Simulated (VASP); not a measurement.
# Hg (P6/mmm) in VASP: notebook, part 2 of 2

VASP 6.6.1. Earlier steps stand in the parts before.

### Step 4. Relaxation of shape and atoms at fixed volume, PBE

This run uses another cell than the first one, of 22.40 Å³/atom.

Contents of INCAR:

```
SYSTEM = Hg
ALGO = Normal
EDIFF = 1E-6
EDIFFG = -0.005
ENCUT = 600
GGA = PE
IBRION = 2
ISIF = 4
ISMEAR = -1
LASPH = .True.
LCHARG = .False.
LREAL = .False.
LWAVE = .False.
NELM = 80
NSW = 50
PREC = Accurate
SIGMA = 0.05
```

Contents of KPOINTS:

```
k-points
0
Gamma
  7 7 10
  0 0 0
```

Contents of POSCAR:

```
Hg
1.0
    5.0902648328      0.0000000000      0.0000000000
   -2.5451324164      4.4082986572      0.0000000000
    0.0000000000      0.0000000000      2.9945637388
Hg
3
Direct
    0.0000000000      0.0000000000      0.0000000000
    0.3333333333      0.6666666667      0.5000000000
    0.6666666667      0.3333333333      0.5000000000
```

Potentials or basis: VASP PAW PBE potentials, release 64 (Hg).

Run with:

```sh
$ cat potpaw_PBE.64/Hg/POTCAR > POTCAR
$ mpirun -np 1 vasp_std > vasp.out
```

OUTCAR:

```text
SYSTEM = Hg
   EDIFF = 1E-6
   EDIFFG = -0.005
   ENCUT = 600
   GGA = PE
   IBRION = 2
   ISIF = 4
   ISMEAR = -1
   LASPH = .True.
   LREAL = .False.
   NELM = 80
   NSW = 50
   PREC = Accurate

 ion  position               nearest neighbor table
   1  0.000  0.000  0.000-   2 3.30   3 3.30   2 3.30   3 3.30   3 3.30   3 3.30   2 3.30   2 3.30
                             3 3.30   3 3.30   2 3.30   2 3.30
   2  0.333  0.667  0.500-   3 2.94   3 2.94   3 2.94   1 3.30   1 3.30   1 3.30   1 3.30   1 3.30
                             1 3.30
   3  0.667  0.333  0.500-   2 2.94   2 2.94   2 2.94   1 3.30   1 3.30   1 3.30   1 3.30   1 3.30
                             1 3.30

  LATTYP: Found a hexagonal cell.
 ALAT       =     5.0902648328
 C/A-ratio  =     0.5882923261

  Lattice vectors:

 A1 = (   5.0902648328,   0.0000000000,   0.0000000000)
 A2 = (  -2.5451324164,   4.4082986572,   0.0000000000)
 A3 = (   0.0000000000,   0.0000000000,   2.9945637388)

Analysis of symmetry for initial positions (statically):
=====================================================================
 Subroutine PRICEL returns:
 Original cell was already a primitive cell.

 Routine SETGRP: Setting up the symmetry group for a
 hexagonal supercell.

 Subroutine GETGRP returns: Found 24 space group operations
 (whereof 24 operations were pure point group operations)
 out of a pool of 24 trial point group operations.

The static configuration has the point symmetry D_6h.

Analysis of symmetry for dynamics (positions and initial velocities):
=====================================================================
 Subroutine PRICEL returns:
 Original cell was already a primitive cell.

 Routine SETGRP: Setting up the symmetry group for a
 hexagonal supercell.

 Subroutine GETGRP returns: Found 24 space group operations
 (whereof 24 operations were pure point group operations)
 out of a pool of 24 trial point group operations.

[... 127 lines left out ...]
   GGA     = PE    functional components
   LHFCALC =     F    Hartree Fock is set to
   AEXX    =    0.0000 exact exchange contribution
   IVDW    =     0    specifies the selected vdW correction
   LEPSILON=     F    determine dielectric tensor
   LRPA    =     F    only Hartree local field effects (RPA)
 conjugate gradient relaxation of ions
 non-spin polarized calculation
  energy-cutoff  :      600.00
  volume of cell :       67.20
 maximum number of plane-waves:      2268
 NGX is ok and might be reduce to    42
   NGX = 21   NGY = 21   NGZ = 11

--------------------------------------- Ionic step        1  -------------------------------------------

 number of electron      36.0000008 magnetization

 Free energy of the ion-electron system (eV)
  ---------------------------------------------------
  ext. energy  EPLUGINS =         0.00000000
  ---------------------------------------------------
  free energy    TOTEN  =        -0.11505200 eV

  energy without entropy =       -0.10859722  energy(sigma->0) =       -0.11182461

------------------------ aborting loop because EDIFF is reached ----------------------------------------

  FORCE on cell =-STRESS in cart. coord.  units (eV):
  Direction    XX          YY          ZZ          XY          YZ          ZX
  --------------------------------------------------------------------------------------
  -------------------------------------------------------------------------------------
  Total        4.0031520      4.0031520      3.7746887      0.0000000     -0.0000000      0.0000000
  in kB       95.4481929     95.4481929     90.0008830      0.0000000     -0.0000000      0.0000000
  external PRESSURE =      93.6324229 kB  Pullay stress =       0.0000000 kB
[... 98 lines left out ...]
--------------------------------------- Ionic step        4  -------------------------------------------

 number of electron      36.0000003 magnetization

 Free energy of the ion-electron system (eV)
  ---------------------------------------------------
  ext. energy  EPLUGINS =         0.00000000
  ---------------------------------------------------
  free energy    TOTEN  =        -0.11609463 eV

  energy without entropy =       -0.10976118  energy(sigma->0) =       -0.11292791

 E-fermi :   3.1430     XC(G=0): -11.1457

 val. band max:        3.1389055816   @ k =   0.4286   0.0000   0.5000
 cond. band min:       3.2081319527   @ k =   0.1429   0.1429   0.4000
 fundamental gap:      0.0692263712
 Fermi energy:         3.1430251865

 k-point     1 :       0.0000    0.0000    0.0000
  band No.  band energies     occupation
      1      -6.3263      2.00000
      2      -5.2093      2.00000
      3      -4.6298      2.00000
      4      -4.3931      2.00000
      5      -4.0692      2.00000
      6      -4.0692      2.00000
[... 589 lines left out ...]
     21       9.3529      0.00000
     22      10.4001      0.00000

 [... further k-points ...]

------------------------ aborting loop because EDIFF is reached ----------------------------------------

  FORCE on cell =-STRESS in cart. coord.  units (eV):
  Direction    XX          YY          ZZ          XY          YZ          ZX
  --------------------------------------------------------------------------------------
  -------------------------------------------------------------------------------------
  Total        3.9336335      3.9336335      3.9342143      0.0000000     -0.0000000      0.0000000
  in kB       93.7906471     93.7906471     93.8044943      0.0000000     -0.0000000      0.0000000
  external PRESSURE =      93.7952628 kB  Pullay stress =       0.0000000 kB
[... 18 lines left out ...]
  FREE ENERGIE OF THE ION-ELECTRON SYSTEM (eV)
  ---------------------------------------------------
  free  energy   TOTEN  =        -0.1160946343 eV

  energy  without entropy=       -0.1097611823  energy(sigma->0) =       -0.11292791

 reached required accuracy - stopping structural energy minimisation
```

CONTCAR:

```text
Hg
   1.00000000000000
     5.1121569503212489   -0.0000000000000000    0.0000000000000000
    -2.5560784751606245    4.4272577871181502   -0.0000000000000000
     0.0000000000000000   -0.0000000000000000    2.9689710303871886
  Hg
     3
Direct
     0.0000000000000000    0.0000000000000000    0.0000000000000000
     0.3333333332999970    0.6666666667000030    0.5000000000000000
     0.6666666667000030    0.3333333332999970    0.5000000000000000

  0.00000000E+00  0.00000000E+00  0.00000000E+00
  0.00000000E+00  0.00000000E+00  0.00000000E+00
  0.00000000E+00  0.00000000E+00  0.00000000E+00
```

Run time: 3.3 min. Hardware: 1 thread of Intel Xeon 8259CL, shared host; peak memory 0.24 GiB.

Results:

- Free energy: -0.1161 eV
- Energy gained by relaxing: 0.3 meV/atom
- Ionic steps: 4
- Pressure after relaxing: 9.4 GPa
- Band gap on the k mesh: zero (bands 18 and 19 overlap by 4.99 eV)

The path:
```csv
step,energy change (eV),largest force (eV/Å),pressure (GPa),volume (Å³)
1,0.0000,0.0000,9.36,67.20
2,-0.0005,0.0000,9.37,67.20
3,-0.0010,0.0000,9.38,67.20
4,-0.0010,0.0000,9.38,67.20
```

Final structure:
```
Hg
1.0
     5.11216    0.00000    0.00000
    -2.55608    4.42726    0.00000
     0.00000    0.00000    2.96897
Hg
3
Direct
  0.00000 0.00000 0.00000
  0.33333 0.66667 0.50000
  0.66667 0.33333 0.50000
```

Caveat: spin-orbit coupling is left out, which moves the levels of the heavy elements.

### Step 5. Relaxation of cell and atoms, PBE

This run uses another cell than the first one, of 29.55 Å³/atom.

Contents of INCAR:

```
PREC = Accurate
ENCUT = 600
EDIFF = 1E-6
ISMEAR = -1
SIGMA = 0.05
LREAL = F
LASPH = T
NELM = 100
ALGO = Normal
ISIF = 3
LWAVE = F
LCHARG = F
GGA = PE
IBRION = 2
NSW = 60
EDIFFG = -0.005
```

Contents of KPOINTS:

```
Automatic mesh
0
Gamma
  7 7 10
```

Contents of POSCAR:

```
Hg
1.0
    5.4859537206      0.0000000000      0.0000000000
   -2.7429768603      4.7509752860      0.0000000000
    0.0000000000      0.0000000000      3.4012913068
Hg
3
Direct
    0.0000000000      0.0000000000      0.0000000000
    0.3333333333      0.6666666667      0.5000000000
    0.6666666667      0.3333333333      0.5000000000
```

Run with:

```sh
$ cat potpaw_PBE.64/Hg/POTCAR > POTCAR
$ mpirun -np 1 vasp_std > vasp.out
```

It took 8.3 min on 1 thread of Intel Xeon 8259CL, shared host; peak memory 0.3 GiB.

The run converged. Its results:

- Free energy: -0.5527 eV
- Relaxed volume: 29.88 Å³/atom
- Relaxed cell: a = 5.597 Å, b = 5.597 Å, c = 3.303 Å, α = 90.00°, β = 90.00°, γ = 120.00°
- Space group after relaxing (to 0.1 Å): P6/mmm (No. 191)
- Energy gained by relaxing: 2.6 meV/atom
- Ionic steps: 7
- Pressure after relaxing: 0.0 GPa
- Band gap on the k mesh: zero (bands 18 and 19 overlap by 2.05 eV)

The path:
| step | energy change (eV) | largest force (eV/Å) | pressure (GPa) | volume (Å³) |
| --- | --- | --- | --- | --- |
| 1 | 0.0000 | 0.0000 | 0.14 | 88.65 |
| 2 | -0.0020 | 0.0000 | 0.05 | 88.97 |
| 3 | -0.0062 | 0.0000 | -0.06 | 89.93 |
| 4 | -0.0045 | 0.0000 | -0.29 | 91.80 |
| 5 | -0.0071 | 0.0000 | -0.15 | 90.61 |
| 6 | -0.0077 | 0.0000 | -0.08 | 90.00 |
| 7 | -0.0079 | 0.0000 | 0.00 | 89.63 |

Final structure:
```
CELL_PARAMETERS angstrom
5.59718 0.00000 0.00000
-2.79859 4.84730 0.00000
0.00000 0.00000 3.30344
ATOMIC_POSITIONS crystal
Hg 0.00000 0.00000 0.00000
Hg 0.33333 0.66667 0.50000
Hg 0.66667 0.33333 0.50000
```

Levels at points of the mesh, in eV from the Fermi level:
```
           k point  band 15  band 16  band 17  band 18  band 19  band 20  band 21  band 22
(0.00, 0.00, 0.00)    -5.72    -5.72    -1.57    -1.23     1.82     1.82     1.90     1.90
(0.00, 0.00, 0.50)    -5.52    -3.27    -2.60     1.47     2.64     3.08     3.56     3.92
```

Caveat: spin-orbit coupling is left out, which moves the levels of the heavy elements.

### Step 6. Overview

| task | cell | gap on the mesh (eV) | pressure (GPa) |
| --- | --- | --- | --- |
| relaxation of shape and atoms at fixed volume | relaxed from a = 4.705, b = 4.705, c = 2.768 Å, angles 90.0, 90.0, 120.0°, 3 atoms | none | 43.2 |
| relaxation of shape and atoms at fixed volume | relaxed from a = 4.905, b = 4.905, c = 2.886 Å, angles 90.0, 90.0, 120.0°, 3 atoms | none | 20.6 |
| relaxation of shape and atoms at fixed volume | relaxed from a = 5.090, b = 5.090, c = 2.995 Å, angles 90.0, 90.0, 120.0°, 3 atoms | none | 9.4 |
| relaxation of cell and atoms | relaxed from a = 5.486, b = 5.486, c = 3.401 Å, angles 90.0, 90.0, 120.0°, 3 atoms | none | 0.0 |

Alike in all rows: level PBE; potentials or basis VASP PAW PBE potentials, release 64 (Hg); no spin polarisation; k mesh 7 × 7 × 10; cutoff (eV) 600; smearing fermi-dirac 0.05 eV.

Caveats: spin-orbit coupling is left out, which moves the levels of the heavy elements.

Absolute energies hang on the potentials; compare differences alone.
